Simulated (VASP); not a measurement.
# TaN (F-43m) in VASP: further runs, part 2 of 2

VASP 6.6.1. Earlier steps stand in the parts before.

**4. Relaxation of cell and atoms, PBEsol**

This run uses another cell than the first one, of 12.65 Å³/atom.

INCAR reads:

```
PREC = Accurate ; ENCUT = 600
EDIFF = 1E-7 ; ISMEAR = -1
SIGMA = 0.05 ; LREAL = F
LASPH = T ; NELM = 120
ALGO = Normal ; ISIF = 3
LWAVE = F ; LCHARG = F
GGA = PS ; IBRION = 2
NSW = 80 ; EDIFFG = -0.01
GGA_COMPAT = F ; NELMIN = 4
```

KPOINTS reads:

```
regular mesh
0
Gamma
  9 9 9
```

POSCAR reads:

```
TaN
1.0
    0.0000000000      2.3300000000      2.3300000000
    2.3300000000      0.0000000000      2.3300000000
    2.3300000000      2.3300000000      0.0000000000
Ta N
1 1
Direct
    0.0000000000      0.0000000000      0.0000000000
    0.2500000000      0.2500000000      0.2500000000
```

Potentials or basis: VASP PAW PBE potentials, release 64 (Ta_pv, N).

Launch:

```sh
cat potpaw_PBE.64/Ta_pv/POTCAR potpaw_PBE.64/N/POTCAR > POTCAR
mpirun -np 1 vasp_std > vasp.out
```

OUTCAR:

```text
PREC = Accurate
   ENCUT = 600
   EDIFF = 1E-7
   ISMEAR = -1
   LREAL = F
   LASPH = T
   NELM = 120
   ISIF = 3
   GGA = PS
   IBRION = 2
   NSW = 80
   EDIFFG = -0.01
   NELMIN = 4

 ion  position               nearest neighbor table
   1  0.000  0.000  0.000-   2 2.02   2 2.02   2 2.02   2 2.02
   2  0.250  0.250  0.250-   1 2.02   1 2.02   1 2.02   1 2.02

  LATTYP: Found a face centered cubic cell.
 ALAT       =     4.6600000000

  Lattice vectors:

 A1 = (   0.0000000000,   2.3300000000,   2.3300000000)
 A2 = (   2.3300000000,   0.0000000000,   2.3300000000)
 A3 = (   2.3300000000,   2.3300000000,   0.0000000000)

Analysis of symmetry for initial positions (statically):
=====================================================================
 Subroutine PRICEL returns:
 Original cell was already a primitive cell.
[... 301 lines left out ...]
      5      -0.1945      2.00000
      6      -0.1945      2.00000
      7      -0.1945      2.00000
      8       5.7966      2.00000
      9       7.3626      0.00009
     10       7.3626      0.00009
     11      12.7362      0.00000
     12      12.7362      0.00000
[... 331 lines left out ...]
 k-point    24 :       0.4444    0.4444    0.0000
  band No.  band energies     occupation
      1     -29.1130      2.00000
      2     -28.8170      2.00000
      3     -28.8170      2.00000
      4      -9.0901      2.00000
      5      -1.6494      2.00000
      6       1.9613      2.00000
      7       1.9613      2.00000
      8       4.4265      2.00000
      9       8.1508      0.00000
     10       9.0933      0.00000
     11      10.2234      0.00000
     12      10.2234      0.00000

 [... further k-points ...]

------------------------ aborting loop because EDIFF is reached ----------------------------------------

  FORCE on cell =-STRESS in cart. coord.  units (eV):
  Direction    XX          YY          ZZ          XY          YZ          ZX
  --------------------------------------------------------------------------------------
  -------------------------------------------------------------------------------------
  Total       -0.0021356     -0.0021356     -0.0021356      0.0000000      0.0000000      0.0000000
  in kB       -0.1302920     -0.1302920     -0.1302920      0.0000000      0.0000000      0.0000000
  external PRESSURE =      -0.1302920 kB  Pullay stress =       0.0000000 kB
[... 17 lines left out ...]
  FREE ENERGIE OF THE ION-ELECTRON SYSTEM (eV)
  ---------------------------------------------------
  free  energy   TOTEN  =       -22.7251494023 eV

  energy  without entropy=      -22.7134981253  energy(sigma->0) =      -22.71932376

 reached required accuracy - stopping structural energy minimisation
```

OSZICAR:

```text
N       E                     dE             d eps       ncg     rms          rms(c)
DAV:   1     0.111076419997E+03    0.11108E+03   -0.97498E+03   840   0.149E+03
DAV:   2    -0.209718431299E+02   -0.13205E+03   -0.12593E+03   988   0.368E+02
DAV:   3    -0.258309946857E+02   -0.48592E+01   -0.47564E+01  1016   0.706E+01
DAV:   4    -0.258878287279E+02   -0.56834E-01   -0.55827E-01   992   0.736E+00
[... 36 lines left out ...]
DAV:   2    -0.227251628394E+02    0.64843E-04   -0.10289E-04   872   0.109E-01    0.362E-02
DAV:   3    -0.227251487765E+02    0.14063E-04   -0.43328E-05   944   0.736E-02    0.634E-03
DAV:   4    -0.227251489968E+02   -0.22033E-06   -0.68312E-07   968   0.948E-03    0.369E-03
DAV:   5    -0.227251493481E+02   -0.35129E-06   -0.19376E-07   916   0.442E-03    0.854E-04
DAV:   6    -0.227251494023E+02   -0.54215E-07   -0.76924E-09   460   0.967E-04
   4 F= -.22725149E+02 E0= -.22719324E+02  d E =-.310009E-01
```

CONTCAR:

```text
TaN
   1.00000000000000
     0.0000000000000000    2.3591609716012329    2.3591609716012329
     2.3591609716012329    0.0000000000000000    2.3591609716012329
     2.3591609716012329    2.3591609716012329   -0.0000000000000000
  Ta              N
     1     1
Direct
     0.0000000000000000    0.0000000000000000    0.0000000000000000
     0.2500000000000000    0.2500000000000000    0.2500000000000000

  0.00000000E+00  0.00000000E+00  0.00000000E+00
  0.00000000E+00  0.00000000E+00  0.00000000E+00
```

It took 80 s on 1 thread of Intel Xeon 8259CL, shared host; peak memory 0.16 GiB.

Results:

- Free energy: -22.7251 eV
- Relaxed volume: 13.13 Å³/atom
- Relaxed cell: a = 3.336 Å, b = 3.336 Å, c = 3.336 Å, α = 60.00°, β = 60.00°, γ = 60.00°
- Space group after relaxing (to 0.1 Å): F-43m (No. 216)
- Energy gained by relaxing: 15.5 meV/atom
- Ionic steps: 4
- Pressure after relaxing: 0.0 GPa
- Band gap on the k mesh: zero (bands 8 and 9 overlap by 0.64 eV)

Step by step:
```tsv
step	energy change (eV)	largest force (eV/Å)	pressure (GPa)	volume (Å³)
1	0.0000	0.0000	10.69	25.30
2	0.1079	0.0000	-18.35	28.51
3	-0.0310	0.0000	-0.28	26.29
4	-0.0310	0.0000	-0.01	26.26
```

Final structure:
```yaml
crystal:
  lattice:
    - [0.00000, 2.35916, 2.35916]
    - [2.35916, 0.00000, 2.35916]
    - [2.35916, 2.35916, 0.00000]
  atoms:
    - { symbol: Ta, position: [0.00000, 0.00000, 0.00000] }
    - { symbol: N, position: [0.25000, 0.25000, 0.25000] }
```

Caveat: the PAW data sets were made with another functional, which shifts forces and pressure a little; spin-orbit coupling is left out, which moves the levels of the heavy elements.

**5. Relaxation of cell and atoms, PBEsol, target pressure 10 GPa, at which the enthalpy is minimised**

This run uses another cell than the first one, of 12.65 Å³/atom.

INCAR reads:

```
SYSTEM = TaN
ALGO = Normal
EDIFF = 1E-7
EDIFFG = -0.01
ENCUT = 600
GGA = PS
GGA_COMPAT = .FALSE.
IBRION = 2
ISIF = 3
ISMEAR = -1
LASPH = .TRUE.
LCHARG = .FALSE.
LREAL = .FALSE.
LWAVE = .FALSE.
NELM = 120
NELMIN = 4
NSW = 80
PREC = Accurate
PSTRESS = 100.0
SIGMA = 0.05
```

KPOINTS reads:

```
k-points
0
G
  9 9 9
  0 0 0
```

POSCAR is that of step 4.

Launch:

```sh
cat potpaw_PBE.64/Ta_pv/POTCAR potpaw_PBE.64/N/POTCAR > POTCAR
mpirun -np 1 vasp_std > vasp.out
```

It took 58 s on 1 thread of Intel Xeon 8259CL, shared host; peak memory 0.17 GiB.

It converged, with:

```
Free energy                                                : -22.6978 eV
Relaxed volume                                             : 12.68 Å³/atom
Relaxed cell                                               : a = 3.298 Å, b = 3.298 Å, c = 3.298 Å, α = 60.00°, β = 60.00°, γ = 60.00°
Space group after relaxing (to 0.1 Å)                      : F-43m (No. 216)
Energy change on relaxing (the run minimises the enthalpy) : -1.8 meV/atom
Ionic steps                                                : 3
Pressure after relaxing                                    : 10.0 GPa
Band gap on the k mesh                                     : zero (bands 8 and 9 overlap by 0.66 eV)
```

The path:
| step | energy change (eV) | largest force (eV/Å) | pressure (GPa) | volume (Å³) |
| --- | --- | --- | --- | --- |
| 1 | 0.0000 | 0.0000 | 10.69 | 25.30 |
| 2 | -0.0118 | 0.0000 | 8.31 | 25.50 |
| 3 | -0.0036 | 0.0000 | 10.01 | 25.35 |

Final structure:
```xyz
2
Lattice="0.0000 2.3317 2.3317 2.3317 0.0000 2.3317 2.3317 2.3317 0.0000" Properties=species:S:1:pos:R:3 pbc="T T T"
Ta    0.0000    0.0000    0.0000
N     1.1659    1.1659    1.1659
```

Levels at points of the mesh, in eV from the Fermi level:
```csv
k point,band 5,band 6,band 7,band 8,band 9,band 10,band 11,band 12
"(0.00, 0.00, 0.00)",-7.29,-7.29,-7.29,-1.02,0.52,0.52,6.08,6.08
```

Caveat: the cell is relaxed towards a set pressure, so the run minimises the enthalpy, not the energy; the PAW data sets were made with another functional, which shifts forces and pressure a little; spin-orbit coupling is left out, which moves the levels of the heavy elements.

**6. Overview**

```tsv
task	cell	gap on the mesh (eV)	pressure (GPa)
single point	a = 3.261 Å, angles 60.0°, 2 atoms	none	20.9
single point	a = 3.334 Å, angles 60.0°, 2 atoms	none	0.6
relaxation of cell and atoms	relaxed from a = 3.295 Å, angles 60.0°, 2 atoms	none	0.0
relaxation of cell and atoms	relaxed to 10 GPa from a = 3.295 Å, angles 60.0°, 2 atoms	none	10.0
```

Alike in all rows: level PBEsol; potentials or basis VASP PAW PBE potentials, release 64 (Ta_pv, N); no spin polarisation; k mesh 9 × 9 × 9; cutoff (eV) 600; smearing fermi-dirac 0.05 eV.

Caveats: the PAW data sets were made with another functional, which shifts forces and pressure a little; spin-orbit coupling is left out, which moves the levels of the heavy elements; the cell stands under pressure (at least some runs); the cell is relaxed towards a set pressure, so the run minimises the enthalpy, not the energy (at least some runs).

Total energies depend on the potentials used, so only differences within one code and one set of settings carry meaning.
